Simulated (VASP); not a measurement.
# Hf (P6_3/mmc) in VASP: notebook

Runs on Hf. Level: PBE. Tasks: electric field gradients.

Everything below comes from runs of VASP 6.6.1. Logs are shortened: lines on timing, memory, paths and dates and some standing lists are left out, and cuts for length are marked.

## 1. The cell of the first run

Symmetry: P6_3/mmc, No. 194, hexagonal system. The conventional cell has a = 3.132 Å, b = 3.132 Å, c = 4.955 Å, α = 90.00°, β = 90.00°, γ = 120.00°. Hf (site symmetry -6m2) has 12 Hf at 3.07 to 3.13 Å within 4.0 Å.

## 2. Electric field gradients, PBE (volume scaled by 0.9405)

INCAR reads:

```
  ALGO = Normal
  EDIFF = 1E-8
  ENCUT = 520
  GGA = PE
  ISIF = 2
  ISMEAR = -1
  LASPH = True
  LCHARG = False
  LEFG = True
  LREAL = False
  LWAVE = False
  NBANDS = 17
  NELM = 100
  PREC = Accurate
  SIGMA = 0.05
```

KPOINTS reads:

```
k-points
0
Gamma
  13 13 7
```

POSCAR reads:

```
Hf
1.0
    3.1319965898      0.0000000000      0.0000000000
   -1.5659982949      2.7123886113      0.0000000000
    0.0000000000      0.0000000000      4.9554289314
Hf
2
Direct
    0.3333333333      0.6666666667      0.2500000000
    0.6666666667      0.3333333333      0.7500000000
```

Potentials or basis: VASP PAW PBE potentials, release 64 (Hf_pv).

Run with:

```console
$ cat potpaw_PBE.64/Hf_pv/POTCAR > POTCAR
$ mpirun -np 1 vasp_std > vasp.out
```

OUTCAR:

```text
EDIFF = 1E-8
   ENCUT = 520
   GGA = PE
   ISIF = 2
   ISMEAR = -1
   LASPH = True
   LREAL = False
   NELM = 100
   PREC = Accurate

 ion  position               nearest neighbor table
   1  0.333  0.667  0.250-   2 3.07   2 3.07   2 3.07   2 3.07   2 3.07   2 3.07
   2  0.667  0.333  0.750-   1 3.07   1 3.07   1 3.07   1 3.07   1 3.07   1 3.07

  LATTYP: Found a hexagonal cell.
 ALAT       =     3.1319965898
 C/A-ratio  =     1.5821948681

  Lattice vectors:

 A1 = (   3.1319965898,   0.0000000000,   0.0000000000)
 A2 = (  -1.5659982949,   2.7123886113,   0.0000000000)
 A3 = (   0.0000000000,   0.0000000000,   4.9554289314)

Analysis of symmetry for initial positions (statically):
=====================================================================
 Subroutine PRICEL returns:
 Original cell was already a primitive cell.

 Routine SETGRP: Setting up the symmetry group for a
 hexagonal supercell.

 Subroutine GETGRP returns: Found 24 space group operations
 (whereof 12 operations were pure point group operations)
 out of a pool of 24 trial point group operations.

The static configuration has the point symmetry D_3d.
 The point group associated with its full space group is D_6h.

Analysis of symmetry for dynamics (positions and initial velocities):
=====================================================================
 Subroutine PRICEL returns:
 Original cell was already a primitive cell.

 Routine SETGRP: Setting up the symmetry group for a
 hexagonal supercell.

 Subroutine GETGRP returns: Found 24 space group operations
 (whereof 12 operations were pure point group operations)
 out of a pool of 24 trial point group operations.

The dynamic configuration has the point symmetry D_3d.
 The point group associated with its full space group is D_6h.

 Subroutine INISYM returns: Found 24 space group operations
 (whereof 12 operations are pure point group operations),
 and found     1 'primitive' translations

----------------------------------------------------------------------------------------

                                     Primitive cell

  volume of cell :      42.0973

  direct lattice vectors                    reciprocal lattice vectors
     3.131996590  0.000000000  0.000000000     0.319285150  0.184339367  0.000000000
    -1.565998295  2.712388611  0.000000000     0.000000000  0.368678734  0.000000000
     0.000000000  0.000000000  4.955428931     0.000000000  0.000000000  0.201798878

  length of vectors
     3.131996590  3.131996590  4.955428931     0.368678734  0.368678734  0.201798878

  position of ions in fractional coordinates (direct lattice)
     0.333333333  0.666666667  0.250000000
     0.666666667  0.333333333  0.750000000

  ion indices of the primitive-cell ions
   primitive index   ion index
                 1           1
                 2           2

----------------------------------------------------------------------------------------

 KPOINTS: k-points

Automatic generation of k-mesh.
 Grid dimensions read from file:
 generate k-points for:   13   13    7

 Generating k-lattice:

  Cartesian coordinates                     Fractional coordinates (reciprocal lattice)
     0.024560396  0.014179951  0.000000000     0.076923077  0.000000000  0.000000000
     0.000000000  0.028359903  0.000000000     0.000000000  0.076923077  0.000000000
     0.000000000  0.000000000  0.028828411     0.000000000  0.000000000  0.142857143

  Length of vectors
     0.028359903  0.028359903  0.028828411

  Shift w.r.t. Gamma in fractional coordinates (k-lattice)
     0.000000000  0.000000000  0.000000000

 Subroutine IBZKPT returns following result:
 ===========================================

 Found     84 irreducible k-points:

 Following reciprocal coordinates:
            Coordinates               Weight
  0.000000  0.000000  0.000000      1.000000
  0.076923 -0.000000  0.000000      6.000000
  0.153846 -0.000000  0.000000      6.000000
  0.230769 -0.000000  0.000000      6.000000
  0.307692 -0.000000  0.000000      6.000000
  0.384615 -0.000000  0.000000      6.000000
[... 16 lines left out ...]
  0.076923 -0.000000  0.142857     12.000000
  0.153846 -0.000000  0.142857     12.000000
 [... further k-points ...]
   k-points           NKPTS =     84   k-points in BZ     NKDIM =     84   number of bands    NBANDS=     17
   number of dos      NEDOS =    301   number of ions     NIONS =      2
   total plane-waves  NPLWV =  23040
   dimension x,y,z NGX =    24 NGY =   24 NGZ =   40
   dimension x,y,z NGXF=    48 NGYF=   48 NGZF=   80
   ions per type =               2
   NGX,Y,Z   is equivalent  to a cutoff of  12.74, 12.74, 13.42 a.u.
   NGXF,Y,Z  is equivalent  to a cutoff of  25.48, 25.48, 26.84 a.u.
 SYSTEM =  unknown system
   PREC   = accura    normal or accurate (medium, high low for compatibility)
   ISTART =      0    job   : 0-new  1-cont  2-samecut
   ICHARG =      2    charge: 1-file 2-atom 10-const
   ISPIN  =      1    spin polarized calculation?
   LNONCOLLINEAR =      F non collinear calculations
   LSORBIT =      F    spin-orbit coupling
   LASPH  =      T    aspherical Exc in radial PAW
   ENCUT  =  520.0 eV  38.22 Ry    6.18 a.u.   5.82  5.82  9.21*2*pi/ulx,y,z
   NELM   =    100;   NELMIN=  2; NELMDL= -5     # of ELM steps
   EDIFF  = 0.1E-07   stopping-criterion for ELM
   LREAL  =      F    real-space projection
   EDIFFG = 0.1E-06   stopping-criterion for IOM
   NSW    =      0    number of steps for IOM
   IBRION =     -1    ionic relax: 0-MD 1-quasi-New 2-CG
   NFREE  =      0    steps in history (QN), initial steepest desc. (CG)
   ISIF   =      2    stress and relaxation
   ISYM   =      2    0-nonsym 1-usesym 2-fastsym
   POTIM  = 0.5000    time-step for ionic-motion
   TEBEG  =    0.0;   TEEND  =   0.0 temperature during run
   PSTRESS=    0.0 pullay stress
   NELECT =      20.0000    total number of electrons
   NUPDOWN=      -1.0000    fix difference up-down
   EMIN   =  10.00;   EMAX   =-10.00  energy-range for DOS
   EFERMI =   0.00;   METHOD = LEGACY
   ISMEAR =    -1;   SIGMA  =   0.05  broadening in eV -4-tet -1-fermi 0-gaus
   EFERMI_NEDOS =   21; number of points for ismear=-14 and -15
   IALGO  =     38    algorithm
   IMIX   =      4    mixing-type and parameters
     AMIX     =   0.40;   BMIX     =  1.00
     AMIX_MAG =   1.60;   BMIX_MAG =  1.00
  volume/ion in A,a.u.               =      21.05       142.04
  Fermi-wavevector in a.u.,A,eV,Ry     =   1.277419  2.413972 22.201975  1.631799
  Thomas-Fermi vector in A             =   2.410020
   LORBIT       =      0    0 simple, 1 ext, 2 COOP (PROOUT), +10 PAW based schemes
   GGA     = PE    functional components
   LHFCALC =     F    Hartree Fock is set to
   AEXX    =    0.0000 exact exchange contribution
   IVDW    =     0    specifies the selected vdW correction
   LEPSILON=     F    determine dielectric tensor
   LRPA    =     F    only Hartree local field effects (RPA)
 non-spin polarized calculation
  energy-cutoff  :      520.00
  volume of cell :       42.10
 maximum number of plane-waves:      1152
 NGX is ok and might be reduce to    24
   NGX = 11   NGY = 11   NGZ = 19

 number of electron      19.9999996 magnetization

 Free energy of the ion-electron system (eV)
  ---------------------------------------------------
  ext. energy  EPLUGINS =         0.00000000
  ---------------------------------------------------
  free energy    TOTEN  =       -19.79015800 eV

  energy without entropy =      -19.77669651  energy(sigma->0) =      -19.78342726

 E-fermi :   5.3585     XC(G=0): -11.5638

 val. band max:        5.3508492874   @ k =   0.0000   0.0000   0.4286
 cond. band min:       5.3676441894   @ k =   0.3846   0.2308   0.2857
 fundamental gap:      0.0167949020
 Fermi energy:         5.3584937823

 k-point     1 :       0.0000    0.0000    0.0000
  band No.  band energies     occupation
      1     -25.6905      2.00000
      2     -24.7860      2.00000
      3     -24.7860      2.00000
      4     -24.6316      2.00000
      5     -24.6316      2.00000
      6     -24.6295      2.00000
[... 9 lines left out ...]
     16       8.1206      0.00000
     17      11.0176      0.00000

 k-point     2 :       0.0769   -0.0000    0.0000
  band No.  band energies     occupation
      1     -25.6718      2.00000
      2     -24.8266      2.00000
      3     -24.7996      2.00000
      4     -24.6745      2.00000
      5     -24.6381      2.00000
      6     -24.6369      2.00000
[... 9 lines left out ...]
     16       7.9343      0.00000
     17      11.1733      0.00000

 k-point     3 :       0.1538   -0.0000    0.0000
  band No.  band energies     occupation
      1     -25.6178      2.00000
      2     -24.9389      2.00000
      3     -24.8360      2.00000
      4     -24.7904      2.00000
      5     -24.6639      2.00000
      6     -24.6524      2.00000
[... 9 lines left out ...]
     16       8.1137      0.00000
     17      11.5086      0.00000

 k-point     4 :       0.2308   -0.0000    0.0000
  band No.  band energies     occupation
      1     -25.5346      2.00000
      2     -25.0971      2.00000
      3     -24.9465      2.00000
      4     -24.8852      2.00000
      5     -24.7070      2.00000
      6     -24.6760      2.00000
[... 9 lines left out ...]
     16       8.9169      0.00000
     17      11.8378      0.00000
[... 343 lines left out ...]
      1     -25.6420      2.00000
      2     -24.7784      2.00000
      3     -24.7784      2.00000
      4     -24.6866      2.00000
      5     -24.6394      2.00000
      6     -24.6394      2.00000
[... 9 lines left out ...]
     16       8.4463      0.00000
     17      11.1078      0.00000

 k-point    23 :       0.0769   -0.0000    0.1429
  band No.  band energies     occupation
      1     -25.6256      2.00000
      2     -24.8178      2.00000
      3     -24.7916      2.00000
      4     -24.7233      2.00000
      5     -24.6521      2.00000
      6     -24.6450      2.00000
[... 9 lines left out ...]
     16       8.3306      0.00000
     17      11.2364      0.00000

 k-point    24 :       0.1538   -0.0000    0.1429
  band No.  band energies     occupation
      1     -25.5794      2.00000
      2     -24.9267      2.00000
      3     -24.8331      2.00000
      4     -24.8270      2.00000
      5     -24.6774      2.00000
      6     -24.6616      2.00000
[... 9 lines left out ...]
     16       8.3135      0.00000
     17      11.5000      0.00000

 [... further k-points ...]

------------------------ aborting loop because EDIFF is reached ----------------------------------------

  FORCE on cell =-STRESS in cart. coord.  units (eV):
  Direction    XX          YY          ZZ          XY          YZ          ZX
  --------------------------------------------------------------------------------------
  -------------------------------------------------------------------------------------
  Total        2.0346608      2.0346608      2.1060793      0.0000000      0.0000000      0.0000000
  in kB       77.4369359     77.4369358     80.1550456      0.0000000      0.0000000      0.0000000
  external PRESSURE =      78.3429724 kB  Pullay stress =       0.0000000 kB

 VOLUME and BASIS-vectors are now :
 -----------------------------------------------------------------------------
  energy-cutoff  :      520.00
  volume of cell :       42.10
      direct lattice vectors                 reciprocal lattice vectors
     3.131996590  0.000000000  0.000000000     0.319285150  0.184339367  0.000000000
    -1.565998295  2.712388611  0.000000000     0.000000000  0.368678734  0.000000000
     0.000000000  0.000000000  4.955428931     0.000000000  0.000000000  0.201798878

 POSITION                                       TOTAL-FORCE (eV/Angst)
 -----------------------------------------------------------------------------------
     -0.00000      1.80826      1.23886         0.000000     -0.000000      0.000000
      1.56600      0.90413      3.71657        -0.000000      0.000000      0.000000
 -----------------------------------------------------------------------------------
    total drift:                               -0.000000      0.000000     -0.000000

  FREE ENERGIE OF THE ION-ELECTRON SYSTEM (eV)
  ---------------------------------------------------
  free  energy   TOTEN  =       -19.7901579978 eV

  energy  without entropy=      -19.7766965146  energy(sigma->0) =      -19.78342726

 Electric field gradients (V/A^2)
---------------------------------------------------------------------
 ion       V_xx      V_yy      V_zz      V_xy      V_xz      V_yz
---------------------------------------------------------------------
   1     -47.694   -47.695    95.389    -0.000     0.000    -0.000
   2     -47.694   -47.695    95.389    -0.000    -0.000     0.000
---------------------------------------------------------------------

 Electric field gradients after diagonalization (V/A^2)
 (convention: |V_zz| > |V_xx| > |V_yy|)
----------------------------------------------------------------------
 ion       V_xx      V_yy      V_zz     asymmetry (V_yy - V_xx)/ V_zz
----------------------------------------------------------------------
   1     -47.695   -47.694    95.389       0.000
   2     -47.695   -47.694    95.389       0.000
----------------------------------------------------------------------

           NMR quadrupolar parameters

 Cq : quadrupolar parameter    Cq=e*Q*V_zz/h
 eta: asymmetry parameters     (V_yy - V_xx)/ V_zz
 Q  : nuclear electric quadrupole moment in mb (millibarn)
----------------------------------------------------------------------
 ion       Cq(MHz)       eta       Q (mb)
----------------------------------------------------------------------
   1       0.231       0.000       1.000
   2       0.231       0.000       1.000
----------------------------------------------------------------------
```

Run time: 18 s. Hardware: 1 thread of Intel Xeon 6975P-C (Granite Rapids), shared host; peak memory 0.19 GiB.

Results:

- Free energy: -19.7902 eV
- Pressure: 7.8 GPa
- Band gap on the k mesh: zero (band 10 reaches 6.54 eV, above the bottom of band 11 at 4.98 eV)

Stress tensor (GPa, compression positive):
```
7.74 0.00 0.00
0.00 7.74 0.00
0.00 0.00 8.02
```

Electric field gradients, principal values (V/Å²):
```tsv
atom	least	middle	greatest (by size)
1 Hf	-47.694	-47.695	95.389
2 Hf	-47.694	-47.695	95.389
```

Caveat: without QUAD_EFG the Cq values of the log hold for a quadrupole moment of 1 mb, not for the nuclei; spin-orbit coupling is left out, which moves the levels of the heavy elements.

[end of part 1 of 3]
